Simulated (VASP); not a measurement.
# Cs3Pr (P-6m2) in VASP: single point with PBE

Aim: the single point of Cs3Pr with PBE.

Everything below comes from runs of VASP 6.6.1. Logs are shortened: lines on timing, memory, paths and dates and some standing lists are left out, and cuts for length are marked.

## (1) The cell of the first run

The structure is hexagonal, space group P-6m2 (No. 187). The conventional cell has a = 4.484 Å, b = 4.484 Å, c = 16.550 Å, α = 90.00°, β = 90.00°, γ = 120.00°. Within 5.9 Å of Cs (site symmetry -6m2) lie 12 Cs at 4.48 to 5.33 Å. Cs (site symmetry 3m) has 3 Pr at 4.45 Å and 9 Cs at 4.48 to 5.33 Å within 5.8 Å. Pr (site symmetry -6m2) has 6 Cs at 4.45 Å and 6 Pr at 4.48 Å within 5.8 Å.

The cell was built from a structure type or drawn by symmetry, and may not be a known phase.

## (2) Single point, PBE

INCAR

```
SYSTEM = Cs3Pr
PREC     = Accurate       ! precision mode
ENCUT    = 500            ! plane-wave cutoff, eV
EDIFF    = 1E-6           ! SCF threshold, eV
ISMEAR   = 0              ! smearing method
SIGMA    = 0.1            ! smearing width, eV
LREAL    = .FALSE.        ! projectors in reciprocal space
LASPH    = .TRUE.         ! aspherical terms in the spheres
NELM     = 200            ! most SCF steps
ALGO     = Normal         ! electronic algorithm
ISIF     = 2              ! what is computed and relaxed
LWAVE    = .FALSE.        ! write WAVECAR
LCHARG   = .FALSE.        ! write CHGCAR
GGA      = PE             ! functional
NBANDS   = 27             ! bands
GGA_COMPAT= .FALSE.      
LMAXMIX  = 6              ! l up to which the mixer works
```

KPOINTS

```
Automatic mesh
0
G
  6 6 1
  0 0 0
```

POSCAR

```
Cs3Pr
1.0
    4.4841988178      0.0000000000      0.0000000000
   -2.2420994089      3.8834300918      0.0000000000
    0.0000000000      0.0000000000     16.5496675950
Cs Pr
3 1
Direct
    0.0000000000      0.0000000000      0.0000000000
    0.6666666667      0.3333333333      0.7187217306
    0.6666666667      0.3333333333      0.2812782694
    0.0000000000      0.0000000000      0.5000000000
```

Potentials or basis: VASP PAW PBE potentials, release 64 (Cs_sv, Pr_3), 4f in core.

The run is started by

```console
$ cat potpaw_PBE.64/Cs_sv/POTCAR potpaw_PBE.64/Pr_3/POTCAR > POTCAR
$ mpirun -np 1 vasp_std > vasp.out
```

OUTCAR:

```text
SYSTEM = Cs3Pr
   PREC = Accurate
   ENCUT = 500
   EDIFF = 1E-6
   ISMEAR = 0
   LREAL = .FALSE.
   LASPH = .TRUE.
   NELM = 200
   ISIF = 2
   GGA = PE

 ion  position               nearest neighbor table
   1  0.000  0.000  0.000-
   2  0.667  0.333  0.719-
   3  0.667  0.333  0.281-
   4  0.000  0.000  0.500-

  LATTYP: Found a hexagonal cell.
 ALAT       =     4.4841988178
 C/A-ratio  =     3.6906632082

  Lattice vectors:

 A1 = (   4.4841988178,   0.0000000000,   0.0000000000)
 A2 = (  -2.2420994089,   3.8834300918,   0.0000000000)
 A3 = (   0.0000000000,   0.0000000000,  16.5496675950)

Analysis of symmetry for initial positions (statically):
=====================================================================
 Subroutine PRICEL returns:
 Original cell was already a primitive cell.

 Routine SETGRP: Setting up the symmetry group for a
 hexagonal supercell.

 Subroutine GETGRP returns: Found 12 space group operations
 (whereof 12 operations were pure point group operations)
 out of a pool of 24 trial point group operations.

The static configuration has the point symmetry D_3h.

Analysis of symmetry for dynamics (positions and initial velocities):
=====================================================================
 Subroutine PRICEL returns:
 Original cell was already a primitive cell.

 Routine SETGRP: Setting up the symmetry group for a
 hexagonal supercell.

 Subroutine GETGRP returns: Found 12 space group operations
 (whereof 12 operations were pure point group operations)
 out of a pool of 24 trial point group operations.

The dynamic configuration has the point symmetry D_3h.

 Subroutine INISYM returns: Found 12 space group operations
 (whereof 12 operations are pure point group operations),
 and found     1 'primitive' translations

----------------------------------------------------------------------------------------

                                     Primitive cell

  volume of cell :     288.1971

  direct lattice vectors                    reciprocal lattice vectors
     4.484198818  0.000000000  0.000000000     0.223005277  0.128752157  0.000000000
[... 67 lines left out ...]
   LNONCOLLINEAR =      F non collinear calculations
   LSORBIT =      F    spin-orbit coupling
   LASPH  =      T    aspherical Exc in radial PAW
   ENCUT  =  500.0 eV  36.75 Ry    6.06 a.u.   8.18  8.18 30.17*2*pi/ulx,y,z
   NELM   =    200;   NELMIN=  2; NELMDL= -5     # of ELM steps
   EDIFF  = 0.1E-05   stopping-criterion for ELM
   LREAL  =      F    real-space projection
   EDIFFG = 0.1E-04   stopping-criterion for IOM
   NSW    =      0    number of steps for IOM
   IBRION =     -1    ionic relax: 0-MD 1-quasi-New 2-CG
   NFREE  =      0    steps in history (QN), initial steepest desc. (CG)
   ISIF   =      2    stress and relaxation
   ISYM   =      2    0-nonsym 1-usesym 2-fastsym
   POTIM  = 0.5000    time-step for ionic-motion
   TEBEG  =    0.0;   TEEND  =   0.0 temperature during run
   PSTRESS=    0.0 pullay stress
   NELECT =      38.0000    total number of electrons
   NUPDOWN=      -1.0000    fix difference up-down
   EMIN   =  10.00;   EMAX   =-10.00  energy-range for DOS
   EFERMI =   0.00;   METHOD = LEGACY
   ISMEAR =     0;   SIGMA  =   0.10  broadening in eV -4-tet -1-fermi 0-gaus
   EFERMI_NEDOS =   21; number of points for ismear=-14 and -15
   IALGO  =     38    algorithm
   IMIX   =      4    mixing-type and parameters
     AMIX     =   0.40;   BMIX     =  1.00
     AMIX_MAG =   1.60;   BMIX_MAG =  1.00
  volume/ion in A,a.u.               =      72.05       486.21
  Fermi-wavevector in a.u.,A,eV,Ry     =   0.833245  1.574605  9.446492  0.694298
  Thomas-Fermi vector in A             =   1.946437
   LORBIT       =      0    0 simple, 1 ext, 2 COOP (PROOUT), +10 PAW based schemes
   GGA     = PE    functional components
   LHFCALC =     F    Hartree Fock is set to
   AEXX    =    0.0000 exact exchange contribution
   IVDW    =     0    specifies the selected vdW correction
   LEPSILON=     F    determine dielectric tensor
   LRPA    =     F    only Hartree local field effects (RPA)
 non-spin polarized calculation
 Gauss-broadening in eV      SIGMA  =   0.10
  energy-cutoff  :      500.00
  volume of cell :      288.20
 maximum number of plane-waves:      7338
 NGX is ok and might be reduce to    36
   NGX = 17   NGY = 17   NGZ = 61

 number of electron      37.9999996 magnetization

 Free energy of the ion-electron system (eV)
  ---------------------------------------------------
  ext. energy  EPLUGINS =         0.00000000
  ---------------------------------------------------
  free energy    TOTEN  =        -5.50990746 eV

  energy without entropy =       -5.46124257  energy(sigma->0) =       -5.48557501

 E-fermi :   1.5785     XC(G=0):  -6.7931

 val. band max:        1.5615011119   @ k =   0.5000   0.0000   0.0000
 cond. band min:       1.5811302779   @ k =   0.3333   0.1667   0.0000
 fundamental gap:      0.0196291660
 Fermi energy:         1.5785026318

 k-point     1 :       0.0000    0.0000    0.0000
  band No.  band energies     occupation
      1     -36.0745      2.00000
      2     -22.3580      2.00000
      3     -21.8601      2.00000
      4     -21.8598      2.00000
      5     -17.9821      2.00000
      6     -17.8528      2.00000
[... 199 lines left out ...]
     26       2.9399      0.00000
     27       3.2765      0.00000

------------------------ aborting loop because EDIFF is reached ----------------------------------------

  FORCE on cell =-STRESS in cart. coord.  units (eV):
  Direction    XX          YY          ZZ          XY          YZ          ZX
  --------------------------------------------------------------------------------------
  -------------------------------------------------------------------------------------
  Total        0.0377299      0.0377299      0.3835207      0.0000000      0.0000000     -0.0000000
  in kB        0.2097522      0.2097522      2.1321108      0.0000000      0.0000000     -0.0000000
  external PRESSURE =       0.8505384 kB  Pullay stress =       0.0000000 kB

 VOLUME and BASIS-vectors are now :
 -----------------------------------------------------------------------------
  energy-cutoff  :      500.00
  volume of cell :      288.20
      direct lattice vectors                 reciprocal lattice vectors
     4.484198818  0.000000000  0.000000000     0.223005277  0.128752157  0.000000000
    -2.242099409  3.883430092  0.000000000     0.000000000  0.257504314  0.000000000
     0.000000000  0.000000000 16.549667595     0.000000000  0.000000000  0.060424174

 POSITION                                       TOTAL-FORCE (eV/Angst)
 -----------------------------------------------------------------------------------
      0.00000      0.00000      0.00000         0.000000      0.000000      0.000000
      2.24210      1.29448     11.89461        -0.000000     -0.000000      0.017551
      2.24210      1.29448      4.65506        -0.000000      0.000000     -0.017551
      0.00000      0.00000      8.27483        -0.000000      0.000000      0.000000
 -----------------------------------------------------------------------------------
    total drift:                               -0.000000      0.000000      0.000000

  FREE ENERGIE OF THE ION-ELECTRON SYSTEM (eV)
  ---------------------------------------------------
  free  energy   TOTEN  =        -5.5099074554 eV

  energy  without entropy=       -5.4612425745  energy(sigma->0) =       -5.48557501
```

stdout:

```text
POSCAR found type information on POSCAR CsPr
 POSCAR found :  2 types and       4 ions
 scaLAPACK will be used
 LDA part: xc-table for (Slater+PW92), standard interpolation
 POSCAR, INCAR and KPOINTS ok, starting setup
 FFT: planning ... GRIDC
 FFT: planning ... GRID_SOFT
 FFT: planning ... GRID
 WAVECAR not read
 entering main loop
```

Wall time 48 s (1 thread of Intel Xeon 6975P-C (Granite Rapids), shared host); peak memory 0.36 GiB.

Results:

- Free energy: -5.5099 eV
- Pressure: 0.1 GPa
- Largest force: 0.018 eV/Å
- Band gap on the k mesh: zero (bands 19 and 20 overlap by 0.67 eV)

Forces on the atoms (eV/Å):
```
Cs   0.000  0.000  0.000
Cs   0.000  0.000  0.018
Cs   0.000  0.000 -0.018
Pr   0.000  0.000  0.000
```

Stress tensor (GPa, compression positive):
```
0.02 0.00 0.00
0.00 0.02 0.00
0.00 0.00 0.21
```

Caveat: the k points lie up to 0.38 Å⁻¹ apart, too coarse for converged energies and pressures of a metal; spin-orbit coupling is left out, which moves the levels of the heavy elements; the 4f electrons are frozen in the core, so they carry no moment and show no levels.
